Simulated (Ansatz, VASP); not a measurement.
One calculation of Be, two programs

INCAR

```
ALGO = Normal
EDIFF = 1E-7
ENCUT = 520
GGA = RP
ISIF = 2
ISMEAR = -1
LASPH = True
LCHARG = False
LREAL = False
LWAVE = False
NBANDS = 9
NELM = 100
PREC = Accurate
SIGMA = 0.1
```

File KPOINTS:

```
k-points
0
Gamma
  12 12 12
```

The input POSCAR:

```
Be
1.0
    0.0000000000      2.4714612130      2.4714612130
    2.4714612130      0.0000000000      2.4714612130
    2.4714612130      2.4714612130      0.0000000000
Be
2
Direct
    0.1250000000      0.1250000000      0.1250000000
    0.8750000000      0.8750000000      0.8750000000
```

Input for Ansatz:

```yaml
crystal:
  lattice:
    - [0.0, 2.471461213, 2.471461213]
    - [2.471461213, 0.0, 2.471461213]
    - [2.471461213, 2.471461213, 0.0]
  atoms:
    - { symbol: Be, position: [0.125, 0.125, 0.125] }
    - { symbol: Be, position: [0.875, 0.875, 0.875] }
hamiltonian:
  xc: rpbe
  pseudopotentials:
    kind: paw
    azcp:
      Be: "pseudopotentials/Be.paw.azcp"
basis:
  ecutwfc: 420
  fft_grid_basis: typed
kpoints:
  mp_grid: { grid: [12, 12, 12], shift: [0, 0, 0] }
magnetization:
  spin_polarized: false
scf:
  occupations: { method: fermi_dirac, width: 0.1 }
  lower_state_search: "off"
output:
  stress: true
```

Alike in both runs: task single point; functional RPBE; k mesh 12 × 12 × 12; occupations fermi-dirac, width 0.1 eV; no spin polarisation.

|  | VASP | Ansatz |
| --- | --- | --- |
| version | VASP 6.6.1 | Ansatz 0.2.0 |
| potentials or method | VASP PAW PBE potentials, release 64 (Be), cutoff 520 eV | plane waves (420 eV) with PAW, scalar-relativistic |
| valence electrons in the cell | 4 | 4 |

|  | VASP | Ansatz | Ansatz less VASP |
| --- | --- | --- | --- |
| pressure (GPa) | 0.0 | 0.0 | +0.01 |

VASP's potentials were made for PBE, not for RPBE.
